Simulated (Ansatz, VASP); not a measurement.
Given: the input of a run of VASP 6.6.1 on C.

The input POSCAR:

```
C
1.0
    0.0000000000      1.7833700000      1.7833700000
    1.7833700000      0.0000000000      1.7833700000
    1.7833700000      1.7833700000      0.0000000000
C
2
Direct
    0.7500000000      0.7500000000      0.7500000000
    0.5000000000      0.5000000000      0.5000000000
```

INCAR.step1

```
PREC = Accurate ; ENCUT = 910
ISMEAR = -1 ; SIGMA = 0.05
LREAL = False ; LASPH = True
NELM = 120 ; NBANDS = 11
GGA = PE ; ALGO = Normal
EDIFF = 1E-5 ; LWAVE = True
LCHARG = False ; GGA_COMPAT = False
```

Contents of INCAR.step2:

```
PREC = Accurate ; ENCUT = 910
EDIFF = 1E-6 ; ISMEAR = -1
SIGMA = 0.05 ; LREAL = False
LASPH = True ; NELM = 120
ALGO = Normal ; ISIF = 2
LWAVE = False ; LCHARG = False
METAGGA = R2SCAN ; LMIXTAU = True
NBANDS = 11 ; ISTART = 1
GGA_COMPAT = False
```

The input KPOINTS:

```
regular mesh
0
Gamma
  13 13 13
```

Potentials or basis: VASP PAW PBE potentials, release 64 (C_h).

Command:

```sh
$ cat potpaw_PBE.64/C_h/POTCAR > POTCAR
$ cp INCAR.step1 INCAR
$ mpirun -np 1 vasp_std > vasp.out
$ cp INCAR.step2 INCAR
$ mpirun -np 1 vasp_std > vasp.out
```

Translate it to Ansatz 0.2.0. Potentials there: Ansatz PAW.

As run (the cutoff follows the program's own potentials):

The input input.yaml:

```yaml
crystal:
  lattice:
    - [0.0, 1.78337, 1.78337]
    - [1.78337, 0.0, 1.78337]
    - [1.78337, 1.78337, 0.0]
  atoms:
    - { symbol: C, position: [0.75, 0.75, 0.75] }
    - { symbol: C, position: [0.5, 0.5, 0.5] }
hamiltonian:
  xc: r2scan
  pseudopotentials: { kind: paw }
kpoints:
  mp_grid: { grid: [13, 13, 13] }
scf:
  occupations: { method: fermi_dirac, width: 0.05 }
output:
  forces: true
  stress: true
  eigenvalues: true
```

Potentials or basis: Ansatz PAW.

Command:

```bash
$ ansatz run input.yaml --threads 2 --pin off --max-ram 5632MiB --backend cpu --events-out ev --progress --plain --runs-dir out
```

Both were run:

|  | VASP | Ansatz | Ansatz less VASP |
| --- | --- | --- | --- |
| gap on the k mesh at the Fermi level (eV) | 4.37 | 4.36 | -0.002 |
| least direct gap on the mesh (eV) | 5.88 | 5.88 | +0.001 |

VASP's potentials were made for PBE, not for r2SCAN.

Noted on VASP's run: the cutoff is short for stress, so the pressure is rough. Noted on Ansatz's run: odd divisions of the mesh miss points on the zone boundary, where band edges often lie, so the gap on the mesh can be too wide.
